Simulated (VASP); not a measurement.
Input of a VASP 6.6.1 run:

File INCAR:

```
SYSTEM = Rh
PREC     = Accurate       ! precision mode
ENCUT    = 520            ! plane-wave cutoff, eV
EDIFF    = 1E-6           ! SCF threshold, eV
ISMEAR   = -1             ! smearing method
SIGMA    = 0.05           ! smearing width, eV
LREAL    = .FALSE.        ! projectors in reciprocal space
LASPH    = .TRUE.         ! aspherical terms in the spheres
NELM     = 100            ! most SCF steps
ALGO     = Fast           ! electronic algorithm
ISIF     = 2              ! what is computed and relaxed
LWAVE    = .FALSE.        ! write WAVECAR
LCHARG   = .TRUE.         ! write CHGCAR
GGA      = PS             ! functional
LELF     = .TRUE.         ! ELF
LVHAR    = .TRUE.       
NBANDS   = 14             ! bands
```

File KPOINTS:

```
regular mesh
0
G
  12 12 12
  0 0 0
```

Contents of POSCAR:

```
Rh
1.0
    0.0000000000      1.8896497237      1.8896497237
    1.8896497237      0.0000000000      1.8896497237
    1.8896497237      1.8896497237      0.0000000000
Rh
1
Direct
    0.0000000000      0.0000000000      0.0000000000
```

Potentials or basis: VASP PAW PBE potentials, release 64 (Rh_pv).

Command:

```bash
$ cat potpaw_PBE.64/Rh_pv/POTCAR > POTCAR
$ mpirun -np 1 vasp_std > vasp.out
```

(1) What does it give for the pressure?

Results:

(1) -0.1 GPa.

Caveat: the PAW data sets were made with another functional, which shifts forces and pressure a little.
